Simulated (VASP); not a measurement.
Input of a VASP 6.6.1 run:

File INCAR:

```
SYSTEM = W
PREC = Accurate ; ENCUT = 500
EDIFF = 1E-7 ; ISMEAR = 0
SIGMA = 0.1 ; LREAL = .FALSE.
LASPH = .TRUE. ; NELM = 120
ALGO = Normal ; ISIF = 3
LWAVE = .FALSE. ; LCHARG = .FALSE.
GGA = PS ; IBRION = 2
NSW = 90 ; EDIFFG = -0.04
GGA_COMPAT = .FALSE. ; NELMIN = 4
```

The input KPOINTS:

```
Automatic mesh
0
G
  8 8 8
  0 0 0
```

The input POSCAR:

```
W
1.0
   -1.5784345430      1.5784345430      1.5784345430
    1.5784345430     -1.5784345430      1.5784345430
    1.5784345430      1.5784345430     -1.5784345430
W
1
Direct
    0.0000000000      0.0000000000      0.0000000000
```

Potentials or basis: VASP PAW PBE potentials, release 64 (W_sv).

Launch:

```console
$ cat potpaw_PBE.64/W_sv/POTCAR > POTCAR
$ mpirun -np 1 vasp_std > vasp.out
```

Problem. Predict the band gap on the k mesh.

Solution. Zero (bands 7 and 8 overlap by 6.48 eV).

Final structure:
```cif
data_structure
_symmetry_space_group_name_H-M 'P 1'
_symmetry_Int_Tables_number 1
_cell_length_a 2.7339
_cell_length_b 2.7339
_cell_length_c 2.7339
_cell_angle_alpha 109.471
_cell_angle_beta 109.471
_cell_angle_gamma 109.471
_cell_volume 15.73
loop_
_atom_site_label
_atom_site_type_symbol
_atom_site_fract_x
_atom_site_fract_y
_atom_site_fract_z
_atom_site_occupancy
W1 W 0.00000 0.00000 0.00000 1
```

Caveat: spin-orbit coupling is left out, which moves the levels of the heavy elements.
